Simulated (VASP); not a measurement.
# Sb (Fm-3m) in VASP: a series of runs

The runs below take Sb through single point, relaxation of cell and atoms, with PBE0, HSE06, PBE-based screened hybrid with 25 % exact exchange.

Program: VASP 6.6.1. These are calculated values, not measurements. Logs are shortened: lines on timing, memory, paths and dates and some standing lists are left out, and cuts for length are marked.

## 1. The cell of the first run

The structure is cubic, space group Fm-3m (No. 225). Conventional cell: a = 4.774 Å, b = 4.774 Å, c = 4.774 Å, α = 90.00°, β = 90.00°, γ = 90.00°. Sb (site symmetry m-3m) has 12 Sb at 3.38 Å within 4.4 Å.

This isn't the form of Sb at room conditions, which is rhombohedral.

## 2. Single point, PBE0

Contents of POSCAR:

```
Sb
1.0
    0.0000000000      2.3869465721      2.3869465721
    2.3869465721      0.0000000000      2.3869465721
    2.3869465721      2.3869465721      0.0000000000
Sb
1
Direct
    0.0000000000      0.0000000000      0.0000000000
```

Contents of INCAR.step1:

```
PREC = Accurate
ENCUT = 400
EDIFF = 1E-5
ISMEAR = -1
SIGMA = 0.05
LREAL = F
LASPH = T
NELM = 120
ALGO = Normal
ISIF = 2
LWAVE = T
GGA = PE
NBANDS = 14
GGA_COMPAT = F
```

Contents of INCAR.step2:

```
PREC = Accurate
ENCUT = 400
EDIFF = 1E-6
ISMEAR = -1
SIGMA = 0.05
LREAL = F
LASPH = T
NELM = 120
ALGO = Normal
ISIF = 2
LWAVE = F
LCHARG = T
GGA = PE
LHFCALC = T
AEXX = 0.25
PRECFOCK = Normal
LELF = T
LVHAR = T
ISTART = 1
NBANDS = 14
GGA_COMPAT = F
```

Contents of KPOINTS:

```
regular mesh
0
Gamma
  6 6 6
```

Potentials or basis: VASP PAW PBE potentials, release 64 (Sb_d_GW).

Started as:

```sh
$ cat potpaw_PBE.64/Sb_d_GW/POTCAR > POTCAR
$ cp INCAR.step1 INCAR
$ mpirun -np 1 vasp_std > vasp.out
$ cp INCAR.step2 INCAR
$ mpirun -np 1 vasp_std > vasp.out
```

OUTCAR:

```text
PREC = Accurate
   ENCUT = 400
   EDIFF = 1E-6
   ISMEAR = -1
   LREAL = F
   LASPH = T
   NELM = 120
   ISIF = 2
   GGA = PE
   LHFCALC = T
   AEXX = 0.25
   PRECFOCK = Normal
   ISTART = 1

 ion  position               nearest neighbor table
   1  0.000  0.000  0.000-

  LATTYP: Found a face centered cubic cell.
 ALAT       =     4.7738931442

  Lattice vectors:

 A1 = (   0.0000000000,   2.3869465721,   2.3869465721)
 A2 = (   2.3869465721,   0.0000000000,   2.3869465721)
 A3 = (   2.3869465721,   2.3869465721,   0.0000000000)

Analysis of symmetry for initial positions (statically):
=====================================================================
 Subroutine PRICEL returns:
 Original cell was already a primitive cell.

 Routine SETGRP: Setting up the symmetry group for a
 face centered cubic supercell.

 Subroutine GETGRP returns: Found 48 space group operations
 (whereof 48 operations were pure point group operations)
 out of a pool of 48 trial point group operations.

The static configuration has the point symmetry O_h .

Analysis of symmetry for dynamics (positions and initial velocities):
=====================================================================
 Subroutine PRICEL returns:
 Original cell was already a primitive cell.

 Routine SETGRP: Setting up the symmetry group for a
 face centered cubic supercell.

 Subroutine GETGRP returns: Found 48 space group operations
 (whereof 48 operations were pure point group operations)
 out of a pool of 48 trial point group operations.

The dynamic configuration has the point symmetry O_h .

 Subroutine INISYM returns: Found 48 space group operations
 (whereof 48 operations are pure point group operations),
 and found     1 'primitive' translations

----------------------------------------------------------------------------------------

                                     Primitive cell

  volume of cell :      27.1993

  direct lattice vectors                    reciprocal lattice vectors
     0.000000000  2.386946572  2.386946572    -0.209472640  0.209472640  0.209472640
     2.386946572  0.000000000  2.386946572     0.209472640 -0.209472640  0.209472640
     2.386946572  2.386946572  0.000000000     0.209472640  0.209472640 -0.209472640

  length of vectors
     3.375652215  3.375652215  3.375652215     0.362817255  0.362817255  0.362817255

  position of ions in fractional coordinates (direct lattice)
     0.000000000  0.000000000  0.000000000

  ion indices of the primitive-cell ions
   primitive index   ion index
                 1           1

----------------------------------------------------------------------------------------

 KPOINTS: regular mesh

Automatic generation of k-mesh.
 Grid dimensions read from file:
 generate k-points for:    6    6    6

 Generating k-lattice:

  Cartesian coordinates                     Fractional coordinates (reciprocal lattice)
    -0.034912107  0.034912107  0.034912107     0.166666667  0.000000000  0.000000000
     0.034912107 -0.034912107  0.034912107     0.000000000  0.166666667  0.000000000
     0.034912107  0.034912107 -0.034912107     0.000000000  0.000000000  0.166666667

  Length of vectors
     0.060469543  0.060469543  0.060469543

  Shift w.r.t. Gamma in fractional coordinates (k-lattice)
     0.000000000  0.000000000  0.000000000

 Subroutine IBZKPT returns following result:
 ===========================================

 Found     16 irreducible k-points:

 Following reciprocal coordinates:
            Coordinates               Weight
  0.000000  0.000000  0.000000      1.000000
  0.166667  0.000000  0.000000      8.000000
  0.333333  0.000000  0.000000      8.000000
  0.500000  0.000000  0.000000      4.000000
  0.166667  0.166667  0.000000      6.000000
  0.333333  0.166667  0.000000     24.000000
[... 8 lines left out ...]
 -0.333333  0.333333  0.166667     24.000000
 -0.333333  0.500000  0.166667     12.000000
   k-points           NKPTS =     16   k-points in BZ     NKDIM =    216   number of bands    NBANDS=     14
   number of dos      NEDOS =    301   number of ions     NIONS =      1
   total plane-waves  NPLWV =  13824
   dimension x,y,z NGX =    24 NGY =   24 NGZ =   24
   dimension x,y,z NGXF=    48 NGYF=   48 NGZF=   48
   ions per type =               1
   NGX,Y,Z   is equivalent  to a cutoff of  11.82, 11.82, 11.82 a.u.
   NGXF,Y,Z  is equivalent  to a cutoff of  23.64, 23.64, 23.64 a.u.
 SYSTEM =  unknown system
   PREC   = accura    normal or accurate (medium, high low for compatibility)
   ISTART =      1    job   : 0-new  1-cont  2-samecut
   ICHARG =      0    charge: 1-file 2-atom 10-const
   ISPIN  =      1    spin polarized calculation?
   LNONCOLLINEAR =      F non collinear calculations
   LSORBIT =      F    spin-orbit coupling
   LASPH  =      T    aspherical Exc in radial PAW
   ENCUT  =  400.0 eV  29.40 Ry    5.42 a.u.   5.50  5.50  5.50*2*pi/ulx,y,z
[... 32 lines left out ...]
   NKREDZ  =     1    reduce k-point grid by
   AEXX    =    0.2500 exact exchange contribution
   HFSCREEN=    0.0000 screening length (either q_TF or 0.3 A-1)
   HFSCREENC=   0.0000 screening length for correlation (either q_TF or 0.3 A-1)
   ENCUTFOCK=  -1.0 apply spherical cutoff to Coloumb kernel
   IVDW    =     0    specifies the selected vdW correction
   LEPSILON=     F    determine dielectric tensor
   LRPA    =     F    only Hartree local field effects (RPA)
 non-spin polarized calculation
  energy-cutoff  :      400.00
  volume of cell :       27.20
 maximum number of plane-waves:       531
 NGX is ok and might be reduce to    24
  NGX = 18; NGY = 18; NGZ = 18

 number of electron      14.9999994 magnetization

 Free energy of the ion-electron system (eV)
  ---------------------------------------------------
  ext. energy  EPLUGINS =         0.00000000
  ---------------------------------------------------
  free energy    TOTEN  =        -5.08362754 eV

  energy without entropy =       -5.07622065  energy(sigma->0) =       -5.07992409

 E-fermi :   6.4452     XC(G=0):  -8.3724

 val. band max:        6.4197823601   @ k =  -0.3333   0.3333   0.1667
 cond. band min:       6.8211138508   @ k =  -0.3333   0.1667   0.0000
 fundamental gap:      0.4013314907
 Fermi energy:         6.4452063244

 k-point     1 :       0.0000    0.0000    0.0000
  band No.  band energies     occupation
      1     -26.1474      2.00000
      2     -26.1474      2.00000
      3     -26.1474      2.00000
      4     -26.1056      2.00000
      5     -26.1056      2.00000
      6      -8.6338      2.00000
      7      12.4968      0.00000
      8      12.4968      0.00000
      9      12.4968      0.00000
     10      17.4969      0.00000
     11      17.7875      0.00000
     12      17.7875      0.00000
     13      17.7875      0.00000
     14      19.2037      0.00000

 k-point     2 :       0.1667    0.0000    0.0000
  band No.  band energies     occupation
      1     -26.1451      2.00000
      2     -26.1382      2.00000
      3     -26.1382      2.00000
      4     -26.1031      2.00000
      5     -26.1031      2.00000
      6      -8.0292      2.00000
      7       8.3549      0.00000
      8      11.8498      0.00000
      9      11.8498      0.00000
     10      15.8726      0.00000
     11      18.6847      0.00000
     12      18.6847      0.00000
     13      20.0796      0.00000
     14      20.4604      0.00000

 k-point     3 :       0.3333    0.0000    0.0000
  band No.  band energies     occupation
      1     -26.1416      2.00000
      2     -26.1375      2.00000
      3     -26.1375      2.00000
      4     -26.0811      2.00000
      5     -26.0811      2.00000
      6      -6.2686      2.00000
      7       2.3715      2.00000
      8      11.0010      0.00000
      9      11.0010      0.00000
     10      15.4278      0.00000
     11      17.4044      0.00000
     12      17.4044      0.00000
     13      17.9134      0.00000
     14      22.8955      0.00000
[... 188 lines left out ...]
 k-point    15 :      -0.3333    0.3333    0.1667
  band No.  band energies     occupation
      1     -26.1411      2.00000
      2     -26.1287      2.00000
      3     -26.1032      2.00000
      4     -26.0943      2.00000
      5     -26.0659      2.00000
      6      -3.0875      2.00000
      7       0.8677      2.00000
      8       3.9878      2.00000
      9       6.4198      1.24890
     10      15.4111      0.00000
     11      17.4150      0.00000
     12      20.5039      0.00000
     13      21.2239      0.00000
     14      24.5624      0.00000

 k-point    16 :      -0.3333    0.5000    0.1667
  band No.  band energies     occupation
      1     -26.1564      2.00000
      2     -26.1396      2.00000
      3     -26.0905      2.00000
      4     -26.0825      2.00000
      5     -26.0568      2.00000
      6      -2.3668      2.00000
      7       1.1418      2.00000
      8       3.7541      2.00000
      9       4.6056      2.00000
     10      14.7301      0.00000
     11      15.4070      0.00000
     12      21.6847      0.00000
     13      21.9517      0.00000
     14      27.9621      0.00000

------------------------ aborting loop because EDIFF is reached ----------------------------------------

  FORCE on cell =-STRESS in cart. coord.  units (eV):
  Direction    XX          YY          ZZ          XY          YZ          ZX
  --------------------------------------------------------------------------------------
  -------------------------------------------------------------------------------------
  Total       -0.4195979     -0.4195979     -0.4195979     -0.0000000     -0.0000000      0.0000000
  in kB      -24.7164309    -24.7164309    -24.7164309     -0.0000000     -0.0000000      0.0000000
  external PRESSURE =     -24.7164309 kB  Pullay stress =       0.0000000 kB

 VOLUME and BASIS-vectors are now :
 -----------------------------------------------------------------------------
  energy-cutoff  :      400.00
  volume of cell :       27.20
      direct lattice vectors                 reciprocal lattice vectors
     0.000000000  2.386946572  2.386946572    -0.209472640  0.209472640  0.209472640
     2.386946572  0.000000000  2.386946572     0.209472640 -0.209472640  0.209472640
     2.386946572  2.386946572  0.000000000     0.209472640  0.209472640 -0.209472640

 POSITION                                       TOTAL-FORCE (eV/Angst)
 -----------------------------------------------------------------------------------
      0.00000      0.00000      0.00000        -0.000000     -0.000000     -0.000000
 -----------------------------------------------------------------------------------
    total drift:                               -0.000000     -0.000000     -0.000000

  FREE ENERGIE OF THE ION-ELECTRON SYSTEM (eV)
  ---------------------------------------------------
  free  energy   TOTEN  =        -5.0836275423 eV

  energy  without entropy=       -5.0762206467  energy(sigma->0) =       -5.07992409
```

It took 11 min on 1 thread of AMD EPYC 9R45 (Zen 5), shared host; peak memory 0.12 GiB.

What came out:

```
Free energy            : -5.0836 eV
Pressure               : -2.5 GPa
Band gap on the k mesh : zero (an odd number of electrons rules out a gap without spin polarisation)
```

Caveat: the k points lie up to 0.38 Å⁻¹ apart, too coarse for converged energies and pressures of a metal; the PAW data sets were made with another functional, which shifts forces and pressure a little; spin-orbit coupling is left out, which moves the levels of the heavy elements; an odd number of electrons without spin polarisation forces a metal; a magnetic or distorted state may lie lower.

## 3. Single point, HSE06

This run uses another cell than the first one, of 26.13 Å³/atom.

Contents of POSCAR:

```
Sb
1.0
    0.0000000000      2.3553276627      2.3553276627
    2.3553276627      0.0000000000      2.3553276627
    2.3553276627      2.3553276627      0.0000000000
Sb
1
Direct
    0.0000000000      0.0000000000      0.0000000000
```

Contents of INCAR.step1:

```
SYSTEM = Sb
PREC = Accurate
ENCUT = 400
EDIFF = 1E-5
ISMEAR = -1
SIGMA = 0.05
LREAL = .FALSE.
LASPH = .TRUE.
NELM = 120
ALGO = Normal
ISIF = 2
LWAVE = .TRUE.
LCHARG = .FALSE.
NBANDS = 14
GGA = PE
GGA_COMPAT = .FALSE.
```

Contents of INCAR.step2:

```
SYSTEM = Sb
PREC = Accurate
ENCUT = 400
EDIFF = 1E-6
ISMEAR = -1
SIGMA = 0.05
LREAL = .FALSE.
LASPH = .TRUE.
NELM = 120
ALGO = Normal
ISIF = 2
LWAVE = .FALSE.
LCHARG = .FALSE.
GGA = PE
LHFCALC = .TRUE.
HFSCREEN = 0.2079
PRECFOCK = Normal
NBANDS = 14
ISTART = 1
GGA_COMPAT = .FALSE.
```

Contents of KPOINTS:

```
Automatic mesh
0
G
  6 6 6
  0 0 0
```

Potentials or basis: VASP PAW PBE potentials, release 64 (Sb_d_GW).

Started as:

```sh
$ cat potpaw_PBE.64/Sb_d_GW/POTCAR > POTCAR
$ cp INCAR.step1 INCAR
$ mpirun -np 1 vasp_std > vasp.out
$ cp INCAR.step2 INCAR
$ mpirun -np 1 vasp_std > vasp.out
```

Wall time 21 min (1 thread of Intel Xeon Platinum 8488C (Sapphire Rapids), shared host); peak memory 0.25 GiB.

The run converged. Its results:

```yaml
Free_energy: -4.5529 eV
Pressure: 0.6 GPa
Band_gap_on_the_k_mesh: zero (an odd number of electrons rules out a gap without spin polarisation)
```

Levels at points of the mesh, in eV from the Fermi level:
```
           k point  band 4  band 5  band 6  band 7  band 8  band 9  band 10  band 11
(0.00, 0.00, 0.00)  -32.14  -32.14  -14.99    5.96    5.96    5.96    10.67    11.12
(0.50, 0.00, 0.00)  -32.09  -32.09  -10.53   -7.11    4.04    4.04     9.01    10.01
(0.50, 0.50, 0.00)  -32.08  -32.08   -8.57   -6.04    0.22    0.22     4.31     4.75
```

Caveat: the k points lie up to 0.39 Å⁻¹ apart, too coarse for converged energies and pressures of a metal; the PAW data sets were made with another functional, which shifts forces and pressure a little; spin-orbit coupling is left out, which moves the levels of the heavy elements; an odd number of electrons without spin polarisation forces a metal; a magnetic or distorted state may lie lower.

## 4. Relaxation of cell and atoms, PBE-based screened hybrid with 25 % exact exchange

This run uses another cell than the first one, of 26.67 Å³/atom.

Contents of POSCAR:

```
Sb
1.0
    0.0000000000      2.3712425216      2.3712425216
    2.3712425216      0.0000000000      2.3712425216
    2.3712425216      2.3712425216      0.0000000000
Sb
1
Direct
    0.0000000000      0.0000000000      0.0000000000
```

Contents of INCAR.step1:

```
SYSTEM = Sb
ALGO = Normal ; EDIFF = 1E-5
EDIFFG = -0.005 ; ENCUT = 500
GGA = PE ; GGA_COMPAT = .False.
IBRION = 2 ; ISIF = 3
ISMEAR = -1 ; LASPH = .True.
LCHARG = .False. ; LREAL = .False.
LWAVE = .True. ; NBANDS = 14
NELM = 120 ; NELMIN = 4
NSW = 100 ; PREC = Accurate
SIGMA = 0.05
```

Contents of INCAR.step2:

```
SYSTEM = Sb
AEXX = 0.25 ; ALGO = Normal
EDIFF = 1E-7 ; EDIFFG = -0.01
ENCUT = 500 ; GGA = PE
GGA_COMPAT = .False. ; HFSCREEN = 0.3
IBRION = 2 ; ISIF = 3
ISMEAR = -1 ; ISTART = 1
LASPH = .True. ; LCHARG = .False.
LHFCALC = .True. ; LREAL = .False.
LWAVE = .False. ; NELM = 120
NELMIN = 4 ; NSW = 60
PREC = Accurate ; PRECFOCK = Normal
SIGMA = 0.05
```

Contents of KPOINTS:

```
k-points
0
Gamma
  5 5 5
  0 0 0
```

Started as:

```sh
$ cat potpaw_PBE.64/Sb_d_GW/POTCAR > POTCAR
$ cp INCAR.step1 INCAR
$ mpirun -np 1 vasp_std > vasp.out
$ cp INCAR.step2 INCAR
$ mpirun -np 1 vasp_std > vasp.out
```

Run time: 20 min. Hardware: 1 thread of Intel Xeon 6975P-C (Granite Rapids), shared host; peak memory 0.27 GiB.

The run converged. Its results:

```yaml
Free_energy: -4.3100 eV
Relaxed_volume: 26.72 Å³/atom
Relaxed_cell: a = 3.356 Å, b = 3.356 Å, c = 3.356 Å, α = 60.00°, β = 60.00°, γ = 60.00°
Space_group_after_relaxing_to_0.1_Å: Fm-3m (No. 225)
Energy_gained_by_relaxing: 0.0 meV/atom
Ionic_steps: 5
Pressure_after_relaxing: 0.0 GPa
Band_gap_on_the_k_mesh: zero (an odd number of electrons rules out a gap without spin polarisation)
```

Final structure:
```cif
data_structure
_symmetry_space_group_name_H-M 'P 1'
_symmetry_Int_Tables_number 1
_cell_length_a 3.3557
_cell_length_b 3.3557
_cell_length_c 3.3557
_cell_angle_alpha 60.000
_cell_angle_beta 60.000
_cell_angle_gamma 60.000
_cell_volume 26.72
loop_
_atom_site_label
_atom_site_type_symbol
_atom_site_fract_x
_atom_site_fract_y
_atom_site_fract_z
_atom_site_occupancy
Sb1 Sb 0.00000 0.00000 0.00000 1
```

Levels at points of the mesh, in eV from the Fermi level:
| k point | band 3 | band 4 | band 5 | band 6 | band 7 | band 8 | band 9 | band 10 | band 11 |
| --- | --- | --- | --- | --- | --- | --- | --- | --- | --- |
| (0.00, 0.00, 0.00) | -31.55 | -31.51 | -31.51 | -14.13 | 6.12 | 6.12 | 6.12 | 10.99 | 11.34 |

Caveat: the k points lie up to 0.46 Å⁻¹ apart in the final cell, too coarse for converged energies and pressures of a metal; the PAW data sets were made with another functional, which shifts forces and pressure a little; spin-orbit coupling is left out, which moves the levels of the heavy elements; an odd number of electrons without spin polarisation forces a metal; a magnetic or distorted state may lie lower.

## 5. Single point, HSE06

Contents of POSCAR:

```
Sb
1.0
    0.0000000000      2.3869465721      2.3869465721
    2.3869465721      0.0000000000      2.3869465721
    2.3869465721      2.3869465721      0.0000000000
Sb
1
Direct
    0.0000000000      0.0000000000      0.0000000000
```

Contents of INCAR.step1:

```
SYSTEM = Sb
PREC = Accurate
ENCUT = 400
EDIFF = 1E-5
ISMEAR = -1
SIGMA = 0.05
LREAL = .FALSE.
LASPH = .TRUE.
NELM = 120
ALGO = Normal
ISIF = 2
LWAVE = .TRUE.
NBANDS = 14
GGA = PE
GGA_COMPAT = .FALSE.
```

Contents of INCAR.step2:

```
SYSTEM = Sb
PREC = Accurate
ENCUT = 400
EDIFF = 1E-6
ISMEAR = -1
SIGMA = 0.05
LREAL = .FALSE.
LASPH = .TRUE.
NELM = 120
ALGO = Normal
ISIF = 2
LWAVE = .FALSE.
LCHARG = .TRUE.
GGA = PE
LHFCALC = .TRUE.
HFSCREEN = 0.2079
PRECFOCK = Normal
LELF = .TRUE.
LVHAR = .TRUE.
NBANDS = 14
ISTART = 1
GGA_COMPAT = .FALSE.
```

Contents of KPOINTS:

```
regular mesh
0
G
  6 6 6
  0 0 0
```

Started as:

```sh
$ cat potpaw_PBE.64/Sb_d_GW/POTCAR > POTCAR
$ cp INCAR.step1 INCAR
$ mpirun -np 1 vasp_std > vasp.out
$ cp INCAR.step2 INCAR
$ mpirun -np 1 vasp_std > vasp.out
```

Run time: 20 min. Hardware: 1 thread of Intel Xeon 6975P-C (Granite Rapids), shared host; peak memory 0.25 GiB.

It converged, with:

- Free energy: -4.5513 eV
- Pressure: -1.9 GPa
- Band gap on the k mesh: zero (an odd number of electrons rules out a gap without spin polarisation)

Levels at points of the mesh, in eV from the Fermi level:
```csv
k point,band 4,band 5,band 6,band 7,band 8,band 9,band 10,band 11
"(0.00, 0.00, 0.00)",-32.14,-32.14,-14.66,5.62,5.62,5.62,10.65,10.92
"(0.50, 0.00, 0.00)",-32.10,-32.10,-10.45,-6.85,3.82,3.82,8.69,9.85
"(0.50, 0.50, 0.00)",-32.09,-32.09,-8.62,-5.82,0.20,0.20,4.24,4.74
```

Caveat: the k points lie up to 0.38 Å⁻¹ apart, too coarse for converged energies and pressures of a metal; the PAW data sets were made with another functional, which shifts forces and pressure a little; spin-orbit coupling is left out, which moves the levels of the heavy elements; an odd number of electrons without spin polarisation forces a metal; a magnetic or distorted state may lie lower.

## 6. Summary

| task | level | cell | k mesh | cutoff (eV) | screening parameter | gap on the mesh (eV) | pressure (GPa) |
| --- | --- | --- | --- | --- | --- | --- | --- |
| single point | PBE0 | a = 3.376 Å, angles 60.0°, 1 atom | 6 × 6 × 6 | 400 | - | none | -2.5 |
| single point | HSE06 | a = 3.331 Å, angles 60.0°, 1 atom | 6 × 6 × 6 | 400 | 0.2079 1/Å | none | 0.6 |
| relaxation of cell and atoms | PBE-based screened hybrid with 25 % exact exchange | relaxed from a = 3.353 Å, angles 60.0°, 1 atom | 5 × 5 × 5 | 500 | 0.3 1/Å | none | 0.0 |
| single point | HSE06 | a = 3.376 Å, angles 60.0°, 1 atom | 6 × 6 × 6 | 400 | 0.2079 1/Å | none | -1.9 |

Alike in all rows: potentials or basis VASP PAW PBE potentials, release 64 (Sb_d_GW); no spin polarisation; smearing fermi-dirac 0.05 eV.

Caveats: all runs use coarse meshes; the PAW data sets were made with another functional, which shifts forces and pressure a little; spin-orbit coupling is left out, which moves the levels of the heavy elements; an odd number of electrons without spin polarisation forces a metal; a magnetic or distorted state may lie lower.

Total energies depend on the potentials used, so only differences within one code and one set of settings carry meaning.

The gap in the log of VASP goes by the Fermi energy; the results here count the filled bands.